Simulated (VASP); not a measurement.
A run of VASP 6.6.1 is set up as follows.

Contents of INCAR:

```
PREC = Accurate ; ENCUT = 520
EDIFF = 1E-7 ; ISMEAR = 0
SIGMA = 0.1 ; LREAL = F
LASPH = T ; NELM = 60
ALGO = Normal ; ISIF = 2
LWAVE = F ; LCHARG = F
GGA = PS ; NBANDS = 7
```

Contents of KPOINTS:

```
regular mesh
0
Gamma
  16 16 16
```

POSCAR

```
Mg
1.0
    0.0000000000      2.2450665873      2.2450665873
    2.2450665873      0.0000000000      2.2450665873
    2.2450665873      2.2450665873      0.0000000000
Mg
1
Direct
    0.0000000000      0.0000000000      0.0000000000
```

Potentials or basis: VASP PAW PBE potentials, release 64 (Mg).

The run is started by

```console
$ cat potpaw_PBE.64/Mg/POTCAR > POTCAR
$ mpirun -np 1 vasp_std > vasp.out
```

Q: Predict the band gap on the k mesh.

A: Zero (bands 1 and 2 overlap by 2.73 eV).

Q: What does it give for the pressure?

A: 0.0 GPa.

Caveat: the PAW data sets were made with another functional, which shifts forces and pressure a little.
